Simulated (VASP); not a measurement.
# AlN in VASP: a series of runs, part 2 of 2

VASP 6.6.1. Earlier steps stand in the parts before.

### Step 3. Single point, PBE

INCAR reads:

```
SYSTEM = AlN
ALGO = Normal
EDIFF = 1E-7
ENCUT = 520
GGA = PE
ISIF = 2
ISMEAR = 0
LASPH = .TRUE.
LCHARG = .FALSE.
LREAL = .FALSE.
LWAVE = .FALSE.
NBANDS = 11
NELM = 60
PREC = Accurate
SIGMA = 0.01
```

KPOINTS reads:

```
k-points
0
G
  6 6 6
  0 0 0
```

POSCAR reads:

```
AlN
1.0
    0.0060471410      2.2118937062      2.2118612711
    2.1600642218     -0.0142852707      2.2320524380
    2.1598691555      2.2321244650     -0.0143318032
Al N
1 1
Direct
   -0.0056807100     -0.0115716258     -0.0000221634
    0.7512234130      0.7292065601      0.7410014864
```

Potentials or basis: VASP PAW PBE potentials, release 64 (Al, N).

Launch:

```bash
$ cat potpaw_PBE.64/Al/POTCAR potpaw_PBE.64/N/POTCAR > POTCAR
$ mpirun -np 1 vasp_std > vasp.out
```

OUTCAR:

```text
SYSTEM = AlN
   EDIFF = 1E-7
   ENCUT = 520
   GGA = PE
   ISIF = 2
   ISMEAR = 0
   LASPH = .TRUE.
   LREAL = .FALSE.
   NELM = 60
   PREC = Accurate

 ion  position               nearest neighbor table
   1  0.994  0.988  1.000-   2 1.90   2 1.90   2 1.91   2 1.93
   2  0.751  0.729  0.741-   1 1.90   1 1.90   1 1.91   1 1.93

  LATTYP: Found a base centered monoclinic cell.
 ALAT       =    10.3434247277
 B/A-ratio  =     0.3071405436
 C/A-ratio  =     0.7360235762
 COS(beta)  =    -0.9852075724

  Lattice vectors:

 A1 = (  -2.1659162965,  -4.4440181712,  -2.1975294679)
 A2 = (  -2.1661113628,  -2.1976084355,  -4.4439137091)
 A3 = (   4.3259805183,   4.4297329005,   4.4295819059)

Analysis of symmetry for initial positions (statically):
=====================================================================
 Subroutine PRICEL returns:
 Original cell was already a primitive cell.

 Routine SETGRP: Setting up the symmetry group for a
 base centered monoclinic supercell.

 Subroutine GETGRP returns: Found  1 space group operations
 (whereof  1 operations were pure point group operations)
 out of a pool of  4 trial point group operations.

The static configuration has the point symmetry C_1 .
[... 165 lines left out ...]
 fundamental gap:      3.1012452713
 Fermi energy:         5.9711792271

 k-point     1 :       0.0000    0.0000    0.0000
  band No.  band energies     occupation
      1      -9.1075      2.00000
      2       5.5356      2.00000
      3       5.7953      2.00000
      4       5.8141      2.00000
      5       9.6437      0.00000
      6      17.8294      0.00000
      7      17.9597      0.00000
      8      18.2000      0.00000
      9      22.6542      0.00000
     10      23.5674      0.00000
     11      24.0663      0.00000
[... 309 lines left out ...]
 k-point    24 :       0.5000    0.0000    0.1667
  band No.  band energies     occupation
      1      -7.0025      2.00000
      2       0.5694      2.00000
      3       4.0059      2.00000
      4       4.9370      2.00000
      5      12.7642      0.00000
      6      14.4541      0.00000
      7      17.4082      0.00000
      8      17.9041      0.00000
      9      22.2767      0.00000
     10      25.4543      0.00000
     11      26.0419      0.00000

 [... further k-points ...]
[... 5 lines left out ...]
  --------------------------------------------------------------------------------------
  -------------------------------------------------------------------------------------
  Total        0.1726744     -0.3229947     -0.3228041     -0.1104386      0.1228598     -0.1079695
  in kB       12.9069609    -24.1430035    -24.1287611     -8.2549942      9.1834469     -8.0704350
  external PRESSURE =     -11.7882679 kB  Pullay stress =       0.0000000 kB

 VOLUME and BASIS-vectors are now :
 -----------------------------------------------------------------------------
  energy-cutoff  :      520.00
  volume of cell :       21.43
      direct lattice vectors                 reciprocal lattice vectors
     0.006047141  2.211893706  2.211861271    -0.232429000  0.226358650  0.226381403
     2.160064222 -0.014285271  2.232052438     0.231814850 -0.222883831  0.222253327
     2.159869156  2.232124465 -0.014331803     0.231805971  0.222270208 -0.222907216

 POSITION                                       TOTAL-FORCE (eV/Angst)
 -----------------------------------------------------------------------------------
      4.30090      4.41728      4.39119        -0.388491     -0.075115     -0.082808
      3.18014      3.30522      3.27861         0.388491      0.075115      0.082808
 -----------------------------------------------------------------------------------
    total drift:                               -0.000583      0.000066     -0.000004

  FREE ENERGIE OF THE ION-ELECTRON SYSTEM (eV)
  ---------------------------------------------------
  free  energy   TOTEN  =       -14.8299038602 eV

  energy  without entropy=      -14.8299038602  energy(sigma->0) =      -14.82990386
```

OSZICAR:

```text
N       E                     dE             d eps       ncg     rms          rms(c)
DAV:   1     0.112568613092E+02    0.11257E+02   -0.38167E+03  2528   0.603E+02
DAV:   2    -0.162010806797E+02   -0.27458E+02   -0.26529E+02  2921   0.137E+02
DAV:   3    -0.171538564102E+02   -0.95278E+00   -0.95128E+00  3021   0.242E+01
DAV:   4    -0.171589310829E+02   -0.50747E-02   -0.50743E-02  2800   0.194E+00
DAV:   5    -0.171589946634E+02   -0.63580E-04   -0.63580E-04  2980   0.209E-01    0.849E+00
DAV:   6    -0.148381893721E+02    0.23208E+01   -0.11922E+01  2889   0.171E+01    0.280E+00
DAV:   7    -0.148365364030E+02    0.16530E-02   -0.16127E-01  2740   0.319E+00    0.202E+00
DAV:   8    -0.148313837083E+02    0.51527E-02   -0.29855E-02  2707   0.163E+00    0.594E-01
DAV:   9    -0.148298474355E+02    0.15363E-02   -0.43699E-03  2956   0.393E-01    0.234E-01
DAV:  10    -0.148298940343E+02   -0.46599E-04   -0.46885E-04  2671   0.139E-01    0.163E-02
DAV:  11    -0.148299040537E+02   -0.10019E-04   -0.11691E-05  2926   0.255E-02    0.166E-02
DAV:  12    -0.148299038900E+02    0.16368E-06   -0.69152E-07  2791   0.609E-03    0.246E-03
DAV:  13    -0.148299038602E+02    0.29844E-07   -0.17033E-07  1739   0.222E-03
   1 F= -.14829904E+02 E0= -.14829904E+02  d E =-.175513-111
```

stdout:

```text
POSCAR found type information on POSCAR AlN
 POSCAR found :  2 types and       2 ions
 scaLAPACK will be used
 -----------------------------------------------------------------------------
|                                                                             |
|           W    W    AA    RRRRR   N    N  II  N    N   GGGG   !!!           |
|           W    W   A  A   R    R  NN   N  II  NN   N  G    G  !!!           |
[... 18 lines left out ...]
 -----------------------------------------------------------------------------

 LDA part: xc-table for (Slater+PW92), standard interpolation
 POSCAR, INCAR and KPOINTS ok, starting setup
 FFT: planning ... GRIDC
 FFT: planning ... GRID_SOFT
 FFT: planning ... GRID
 WAVECAR not read
 entering main loop
```

It took 12 s on 1 thread of Intel Xeon Platinum 8488C (Sapphire Rapids), shared host; peak memory 0.15 GiB.

Results:

```yaml
Free_energy: -14.8299 eV
Pressure: -1.2 GPa
Largest_force: 0.404 eV/Å
Band_gap_on_the_k_mesh: 3.10 eV, indirect (least direct gap 3.83 eV)
```

Forces in eV/Å, atoms in the order of the input:
```
Al  -0.388 -0.075 -0.083
N    0.388  0.075  0.083
```

Stress tensor (GPa, compression positive):
```
 1.29 -0.83 -0.81
-0.83 -2.41  0.92
-0.81  0.92 -2.41
```

Levels at points of the mesh, in eV from the valence-band top:
| k point | band 1 | band 2 | band 3 | band 4 | band 5 | band 6 | band 7 | band 8 | band 9 |
| --- | --- | --- | --- | --- | --- | --- | --- | --- | --- |
| (0.00, 0.00, 0.00) | -14.92 | -0.28 | -0.02 | 0.00 | 3.83 | 12.02 | 12.15 | 12.39 | 16.84 |
| (0.50, 0.00, 0.00) | -12.92 | -5.78 | -0.85 | -0.44 | 6.89 | 9.57 | 10.45 | 11.13 | 17.45 |
| (0.00, 0.50, 0.00) | -12.98 | -5.90 | -0.58 | -0.46 | 7.03 | 9.54 | 10.69 | 11.27 | 17.45 |
| (0.50, 0.50, 0.00) | -12.39 | -5.02 | -1.76 | -1.75 | 3.25 | 8.50 | 13.25 | 14.92 | 15.83 |
| (0.00, 0.00, 0.50) | -12.98 | -5.89 | -0.58 | -0.46 | 7.03 | 9.54 | 10.69 | 11.27 | 17.45 |
| (0.50, 0.00, 0.50) | -12.39 | -5.02 | -1.76 | -1.74 | 3.25 | 8.50 | 13.25 | 14.92 | 15.83 |
| (0.00, 0.50, 0.50) | -12.26 | -4.71 | -2.18 | -1.86 | 3.10 | 8.01 | 13.84 | 15.04 | 15.16 |
| (0.50, 0.50, 0.50) | -12.94 | -5.78 | -0.83 | -0.44 | 6.94 | 9.58 | 10.46 | 11.23 | 17.46 |

A k mesh can miss the band edges.

### Step 4. Single point, PBE

INCAR reads:

```
SYSTEM = AlN
PREC     = Accurate       ! precision mode
ENCUT    = 520            ! plane-wave cutoff, eV
EDIFF    = 1E-6           ! SCF threshold, eV
ISMEAR   = 0              ! smearing method
SIGMA    = 0.01           ! smearing width, eV
LREAL    = .FALSE.        ! projectors in reciprocal space
LASPH    = .TRUE.         ! aspherical terms in the spheres
NELM     = 100            ! most SCF steps
ALGO     = Normal         ! electronic algorithm
ISIF     = 2              ! what is computed and relaxed
LWAVE    = .FALSE.        ! write WAVECAR
LCHARG   = .FALSE.        ! write CHGCAR
GGA      = PE             ! functional
NBANDS   = 11             ! bands
```

KPOINTS reads:

```
regular mesh
0
G
  6 6 6
  0 0 0
```

POSCAR reads:

```
AlN
1.0
    0.0055415256      2.2114614508      2.2114292845
    2.1602194262     -0.0143419952      2.2311610052
    2.1600167437      2.2312247563     -0.0143805302
Al N
1 1
Direct
   -0.0054612835     -0.0119620055     -0.0003952392
    0.7510039845      0.7295969433      0.7413745632
```

Launch:

```bash
$ cat potpaw_PBE.64/Al/POTCAR potpaw_PBE.64/N/POTCAR > POTCAR
$ mpirun -np 1 vasp_std > vasp.out
```

Run time: 12 s. Hardware: 1 thread of Intel Xeon Platinum 8488C (Sapphire Rapids), shared host; peak memory 0.15 GiB.

Results (log left out):

| Item | Value |
| --- | --- |
| Free energy | -14.8315 eV |
| Pressure | -1.1 GPa |
| Largest force | 0.362 eV/Å |
| Band gap on the k mesh | 3.11 eV, indirect (least direct gap 3.84 eV) |

Forces on the atoms (eV/Å):
```
Al  -0.348 -0.066 -0.073
N    0.348  0.066  0.073
```

Stress tensor (GPa, compression positive):
```
 1.33 -0.74 -0.73
-0.74 -2.36  1.07
-0.73  1.07 -2.36
```

Levels at points of the mesh, in eV from the valence-band top:
| k point | band 1 | band 2 | band 3 | band 4 | band 5 | band 6 | band 7 | band 8 |
| --- | --- | --- | --- | --- | --- | --- | --- | --- |
| (0.00, 0.00, 0.00) | -14.92 | -0.26 | -0.01 | 0.00 | 3.84 | 12.03 | 12.16 | 12.39 |
| (0.50, 0.00, 0.00) | -12.91 | -5.78 | -0.83 | -0.43 | 6.90 | 9.58 | 10.46 | 11.14 |
| (0.00, 0.50, 0.00) | -12.97 | -5.89 | -0.58 | -0.45 | 7.05 | 9.55 | 10.71 | 11.27 |
| (0.50, 0.50, 0.00) | -12.38 | -5.02 | -1.76 | -1.74 | 3.25 | 8.50 | 13.27 | 14.93 |
| (0.00, 0.00, 0.50) | -12.97 | -5.89 | -0.58 | -0.45 | 7.05 | 9.55 | 10.71 | 11.26 |
| (0.50, 0.00, 0.50) | -12.38 | -5.02 | -1.76 | -1.74 | 3.25 | 8.50 | 13.27 | 14.93 |
| (0.00, 0.50, 0.50) | -12.25 | -4.71 | -2.16 | -1.86 | 3.11 | 8.02 | 13.85 | 15.06 |
| (0.50, 0.50, 0.50) | -12.93 | -5.78 | -0.81 | -0.44 | 6.95 | 9.59 | 10.47 | 11.23 |

A k mesh can miss the band edges. As with any semilocal functional, this PBE gap is likely too small.

### Step 5. The runs side by side

```csv
cell,gap on the mesh (eV),pressure (GPa),largest force (eV/Å)
"a = 3.129, b = 3.107, c = 3.107 Å, angles 61.5, 59.6, 59.6°, 2 atoms",3.09,-1.2,0.44
"a = 3.128, b = 3.106, c = 3.106 Å, angles 61.5, 59.6, 59.6°, 2 atoms",3.10,-1.2,0.40
"a = 3.127, b = 3.106, c = 3.106 Å, angles 61.5, 59.6, 59.6°, 2 atoms",3.11,-1.1,0.36
```

Some of these runs hold the atoms at other places in the same cell, which the table doesn't show; runs alike in all that it shows share one row.

Alike in all rows: task single point; level PBE; potentials or basis VASP PAW PBE potentials, release 64 (Al, N); no spin polarisation; k mesh 6 × 6 × 6; cutoff (eV) 520; smearing gaussian 0.01 eV.

On the cell as given the gap runs from 3.09 eV (PBE) to 3.11 eV (PBE).

Absolute energies hang on the potentials; compare differences alone.
